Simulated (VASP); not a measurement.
# AlN (P6_3mc) in VASP: a series of runs, part 2 of 2

VASP 6.6.1. Earlier steps stand in the parts before.

### 3 Single point, LDA

This run uses another cell than the first one, of 9.35 Å³/atom, 1.015 times its volume.

Input file INCAR:

```
SYSTEM = AlN
PREC = Accurate
ENCUT = 520
EDIFF = 1E-6
ISMEAR = 0
SIGMA = 0.05
LREAL = .False.
LASPH = .True.
NELM = 60
ALGO = Normal
ISIF = 2
LWAVE = .False.
LCHARG = .True.
LELF = .True.
LVHAR = .True.
NBANDS = 16
```

Input file KPOINTS:

```
regular mesh
0
Gamma
  9 9 6
  0 0 0
```

Input file POSCAR:

```
AlN
1.0
    3.1504000000      0.0000000000      0.0000000000
   -1.5752000000      2.7283264321      0.0000000000
    0.0000000000      0.0000000000      4.3504000000
Al N
2 2
Direct
    0.3333333333      0.6666666667     -0.0240486449
    0.6666666667      0.3333333333      0.4759513551
    0.3333333333      0.6666666667      0.4090486449
    0.6666666667      0.3333333333      0.9090486449
```

Potentials or basis: VASP PAW LDA potentials, release 64 (Al, N).

On the command line:

```console
> cat potpaw_LDA.64/Al/POTCAR potpaw_LDA.64/N/POTCAR > POTCAR
> mpirun -np 1 vasp_std > vasp.out
```

OUTCAR:

```text
SYSTEM = AlN
   PREC = Accurate
   ENCUT = 520
   EDIFF = 1E-6
   ISMEAR = 0
   LREAL = .False.
   LASPH = .True.
   NELM = 60
   ISIF = 2

 ion  position               nearest neighbor table
   1  0.333  0.667  0.976-   4 1.84   4 1.84   4 1.84   3 1.88   3 2.47   2 2.84   2 2.84   2 2.84
                             2 2.84   2 2.84   2 2.84
   2  0.667  0.333  0.476-   3 1.84   3 1.84   3 1.84   4 1.88   4 2.47   1 2.84   1 2.84   1 2.84
                             1 2.84   1 2.84   1 2.84
   3  0.333  0.667  0.409-   2 1.84   2 1.84   2 1.84   1 1.88   1 2.47
   4  0.667  0.333  0.909-   1 1.84   1 1.84   1 1.84   2 1.88   2 2.47

  LATTYP: Found a hexagonal cell.
 ALAT       =     3.1504000000
 C/A-ratio  =     1.3809040122

  Lattice vectors:

 A1 = (   3.1504000000,   0.0000000000,   0.0000000000)
 A2 = (  -1.5752000000,   2.7283264321,   0.0000000000)
 A3 = (   0.0000000000,   0.0000000000,   4.3504000000)

Analysis of symmetry for initial positions (statically):
=====================================================================
 Subroutine PRICEL returns:
 Original cell was already a primitive cell.

 Routine SETGRP: Setting up the symmetry group for a
 hexagonal supercell.

 Subroutine GETGRP returns: Found 12 space group operations
 (whereof  6 operations were pure point group operations)
 out of a pool of 24 trial point group operations.

The static configuration has the point symmetry C_3v.
 The point group associated with its full space group is C_6v.

Analysis of symmetry for dynamics (positions and initial velocities):
=====================================================================
 Subroutine PRICEL returns:
 Original cell was already a primitive cell.

 Routine SETGRP: Setting up the symmetry group for a
 hexagonal supercell.

 Subroutine GETGRP returns: Found 12 space group operations
 (whereof  6 operations were pure point group operations)
 out of a pool of 24 trial point group operations.

The dynamic configuration has the point symmetry C_3v.
 The point group associated with its full space group is C_6v.

 Subroutine INISYM returns: Found 12 space group operations
 (whereof  6 operations are pure point group operations),
 and found     1 'primitive' translations

----------------------------------------------------------------------------------------

                                     Primitive cell

  volume of cell :      37.3931

  direct lattice vectors                    reciprocal lattice vectors
     3.150400000  0.000000000  0.000000000     0.317420010  0.183262528  0.000000000
    -1.575200000  2.728326432  0.000000000     0.000000000  0.366525057  0.000000000
     0.000000000  0.000000000  4.350400000     0.000000000  0.000000000  0.229863921

  length of vectors
     3.150400000  3.150400000  4.350400000     0.366525057  0.366525057  0.229863921

  position of ions in fractional coordinates (direct lattice)
     0.333333333  0.666666667  0.975951355
     0.666666667  0.333333333  0.475951355
     0.333333333  0.666666667  0.409048645
     0.666666667  0.333333333  0.909048645

  ion indices of the primitive-cell ions
   primitive index   ion index
                 1           1
                 2           2
                 3           3
                 4           4

----------------------------------------------------------------------------------------

[... 23 lines left out ...]

 Following reciprocal coordinates:
            Coordinates               Weight
  0.000000  0.000000  0.000000      1.000000
  0.111111 -0.000000  0.000000      6.000000
  0.222222 -0.000000  0.000000      6.000000
  0.333333  0.000000  0.000000      6.000000
  0.444444 -0.000000  0.000000      6.000000
  0.111111  0.111111  0.000000      6.000000
[... 16 lines left out ...]
  0.333333  0.222222  0.166667     24.000000
  0.333333  0.333333  0.166667      4.000000
 [... further k-points ...]
   k-points           NKPTS =     48   k-points in BZ     NKDIM =     48   number of bands    NBANDS=     16
   number of dos      NEDOS =    301   number of ions     NIONS =      4
   total plane-waves  NPLWV =  18432
   dimension x,y,z NGX =    24 NGY =   24 NGZ =   32
   dimension x,y,z NGXF=    48 NGYF=   48 NGZF=   64
   ions per type =               2   2
   NGX,Y,Z   is equivalent  to a cutoff of  12.66, 12.66, 12.23 a.u.
   NGXF,Y,Z  is equivalent  to a cutoff of  25.33, 25.33, 24.46 a.u.
 SYSTEM =  AlN
   PREC   = accura    normal or accurate (medium, high low for compatibility)
   ISTART =      0    job   : 0-new  1-cont  2-samecut
   ICHARG =      2    charge: 1-file 2-atom 10-const
   ISPIN  =      1    spin polarized calculation?
   LNONCOLLINEAR =      F non collinear calculations
   LSORBIT =      F    spin-orbit coupling
   LASPH  =      T    aspherical Exc in radial PAW
   ENCUT  =  520.0 eV  38.22 Ry    6.18 a.u.   5.86  5.86  8.09*2*pi/ulx,y,z
   NELM   =     60;   NELMIN=  2; NELMDL= -5     # of ELM steps
   EDIFF  = 0.1E-05   stopping-criterion for ELM
   LREAL  =      F    real-space projection
   EDIFFG = 0.1E-04   stopping-criterion for IOM
   NSW    =      0    number of steps for IOM
   IBRION =     -1    ionic relax: 0-MD 1-quasi-New 2-CG
   NFREE  =      0    steps in history (QN), initial steepest desc. (CG)
   ISIF   =      2    stress and relaxation
   ISYM   =      2    0-nonsym 1-usesym 2-fastsym
   POTIM  = 0.5000    time-step for ionic-motion
   TEBEG  =    0.0;   TEEND  =   0.0 temperature during run
   PSTRESS=    0.0 pullay stress
   NELECT =      16.0000    total number of electrons
   NUPDOWN=      -1.0000    fix difference up-down
   EMIN   =  10.00;   EMAX   =-10.00  energy-range for DOS
   EFERMI =   0.00;   METHOD = LEGACY
   ISMEAR =     0;   SIGMA  =   0.05  broadening in eV -4-tet -1-fermi 0-gaus
   EFERMI_NEDOS =   21; number of points for ismear=-14 and -15
   IALGO  =     38    algorithm
   IMIX   =      4    mixing-type and parameters
     AMIX     =   0.40;   BMIX     =  1.00
     AMIX_MAG =   1.60;   BMIX_MAG =  1.00
  volume/ion in A,a.u.               =       9.35        63.09
  Fermi-wavevector in a.u.,A,eV,Ry     =   1.233629  2.331220 20.705883  1.521839
  Thomas-Fermi vector in A             =   2.368351
   LORBIT       =      0    0 simple, 1 ext, 2 COOP (PROOUT), +10 PAW based schemes
   GGA     = CA    functional components
   LHFCALC =     F    Hartree Fock is set to
   AEXX    =    0.0000 exact exchange contribution
   IVDW    =     0    specifies the selected vdW correction
   LEPSILON=     F    determine dielectric tensor
   LRPA    =     F    only Hartree local field effects (RPA)
 non-spin polarized calculation
 Gauss-broadening in eV      SIGMA  =   0.05
  energy-cutoff  :      520.00
  volume of cell :       37.39
 maximum number of plane-waves:      1022
 NGX is ok and might be reduce to    24
   NGX = 11   NGY = 11   NGZ = 17

 number of electron      16.0000004 magnetization

 Free energy of the ion-electron system (eV)
  ---------------------------------------------------
  ext. energy  EPLUGINS =         0.00000000
  ---------------------------------------------------
  free energy    TOTEN  =       -32.42065355 eV

  energy without entropy =      -32.42065355  energy(sigma->0) =      -32.42065355

 E-fermi :   8.3610     XC(G=0): -11.7509

 val. band max:        8.1456073597   @ k =   0.0000   0.0000   0.0000
 cond. band min:      12.2096517030   @ k =   0.0000   0.0000   0.0000
 fundamental gap:      4.0640443434
 Fermi energy:         8.3609603606

 k-point     1 :       0.0000    0.0000    0.0000
  band No.  band energies     occupation
      1      -8.7112      2.00000
      2      -5.2682      2.00000
      3       0.9552      2.00000
      4       5.3086      2.00000
      5       5.3086      2.00000
      6       6.5710      2.00000
[... 433 lines left out ...]
      3       1.5407      2.00000
      4       2.5645      2.00000
      5       2.5645      2.00000
      6       4.6190      2.00000
[... 8 lines left out ...]
     15      20.0505      0.00000
     16      22.2547      0.00000

 [... further k-points ...]
[... 5 lines left out ...]
  --------------------------------------------------------------------------------------
  -------------------------------------------------------------------------------------
  Total        2.8457830      2.8457830      4.5514219      0.0000000      0.0000000      0.0000000
  in kB      121.9329678    121.9329678    195.0143016      0.0000000      0.0000000      0.0000000
  external PRESSURE =     146.2934124 kB  Pullay stress =       0.0000000 kB

 VOLUME and BASIS-vectors are now :
 -----------------------------------------------------------------------------
  energy-cutoff  :      520.00
  volume of cell :       37.39
      direct lattice vectors                 reciprocal lattice vectors
     3.150400000  0.000000000  0.000000000     0.317420010  0.183262528  0.000000000
    -1.575200000  2.728326432  0.000000000     0.000000000  0.366525057  0.000000000
     0.000000000  0.000000000  4.350400000     0.000000000  0.000000000  0.229863921

 POSITION                                       TOTAL-FORCE (eV/Angst)
 -----------------------------------------------------------------------------------
     -0.00000      1.81888      4.24578         0.000000      0.000000     -0.020880
      1.57520      0.90944      2.07058        -0.000000      0.000000     -0.020880
     -0.00000      1.81888      1.77953        -0.000000      0.000000      0.020880
      1.57520      0.90944      3.95473         0.000000     -0.000000      0.020880
 -----------------------------------------------------------------------------------
    total drift:                               -0.000000     -0.000000     -0.000469

  FREE ENERGIE OF THE ION-ELECTRON SYSTEM (eV)
  ---------------------------------------------------
  free  energy   TOTEN  =       -32.4206535499 eV

  energy  without entropy=      -32.4206535499  energy(sigma->0) =      -32.42065355
```

Wall time 9.2 s (1 thread of AMD EPYC 9R45 (Zen 5), shared host); peak memory 0.11 GiB.

What came out:

* Free energy: -32.4207 eV
* Pressure: 14.6 GPa
* Largest force: 0.021 eV/Å
* Band gap on the k mesh: 4.06 eV, direct

Forces on the atoms (eV/Å):
```
Al   0.000  0.000 -0.021
Al   0.000  0.000 -0.021
N    0.000  0.000  0.021
N    0.000  0.000  0.021
```

Stress tensor (GPa, compression positive):
```
12.19  0.00  0.00
 0.00 12.19  0.00
 0.00  0.00 19.50
```

Levels at points of the mesh, in eV from the valence-band top:
```tsv
k point	band 4	band 5	band 6	band 7	band 8	band 9	band 10	band 11	band 12	band 13
(0.00, 0.00, 0.00)	-2.84	-2.84	-1.57	-1.57	0.00	4.06	5.36	9.25	9.25	11.53
(0.00, 0.00, 0.50)	-3.77	-2.23	-2.23	-2.23	-2.23	6.10	6.10	9.53	9.53	9.53
```
